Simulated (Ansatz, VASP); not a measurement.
**ZnS in VASP and in Ansatz**

The input INCAR:

```
SYSTEM = ZnS
  ALGO = Normal
  EDIFF = 1E-8
  ENCUT = 520
  GGA = PS
  ISIF = 2
  ISMEAR = -1
  LASPH = .True.
  LCHARG = .False.
  LEFG = .True.
  LREAL = .False.
  LWAVE = .False.
  NBANDS = 26
  NELM = 60
  PREC = Accurate
  SIGMA = 0.03
```

File KPOINTS:

```
k-points
0
Gamma
  8 8 5
  0 0 0
```

POSCAR

```
ZnS
1.0
    3.8491087694      0.0000000000      0.0000000000
   -1.9245543847      3.3334259762      0.0000000000
    0.0000000000      0.0000000000      6.2340000000
Zn S
2 2
Direct
    0.3333333333      0.6666666667      0.0000000000
    0.6666666667      0.3333333333      0.5000000000
    0.3333333333      0.6666666667      0.3850000000
    0.6666666667      0.3333333333      0.8850000000
```

Input for Ansatz:

```yaml
crystal:
  lattice:
    - [3.8491087694, 0.0, 0.0]
    - [-1.9245543847, 3.3334259762, 0.0]
    - [0.0, 0.0, 6.234]
  atoms:
    - { symbol: Zn, position: [0.3333333333, 0.6666666667, 0.0] }
    - { symbol: Zn, position: [0.6666666667, 0.3333333333, 0.5] }
    - { symbol: S, position: [0.3333333333, 0.6666666667, 0.385] }
    - { symbol: S, position: [0.6666666667, 0.3333333333, 0.885] }
kpoints:
  mp_grid: { grid: [8, 8, 5] }
scf:
  occupations: { method: fermi_dirac, width: 0.03 }
hamiltonian:
  xc: pbesol
  pseudopotentials: { kind: all_electron, datasets: crystal }
output:
  forces: true
  stress: true
  eigenvalues: true
  efg: { contact_densities: true }
```

Change from the starting cell: equal xx and yy strain of +1 %, crystal datasets.

Alike in both runs: task electric field gradients; functional PBEsol; k mesh 8 × 8 × 5; occupations fermi-dirac, width 0.03 eV; no spin polarisation.

|  | VASP | Ansatz |
| --- | --- | --- |
| version | VASP 6.6.1 | Ansatz 0.2.0 |
| potentials or method | VASP PAW PBE potentials, release 64 (Zn, S), cutoff 520 eV | all-electron PAW with datasets made for the crystal, scalar-relativistic |

```tsv
	VASP	Ansatz	Ansatz less VASP
gap on the k mesh at the Fermi level (eV)	2.00	2.00	-0.001
pressure (GPa)	-2.6	-2.7	-0.17
traceless stress, the component that is largest in VASP (GPa)	-0.27	-0.26	+0.007
rms of the force components (eV/Å)	0.141	0.141	-0.0009
size of Vzz on the site where it differs most (V/Å²)	14.5	13.6	-0.95
```

VASP's potentials were made for PBE, not for PBEsol. Atom by atom the forces differ by 0.001 eV/Å (rms over components). Ansatz ran all-electron here, and VASP with PAW potentials.
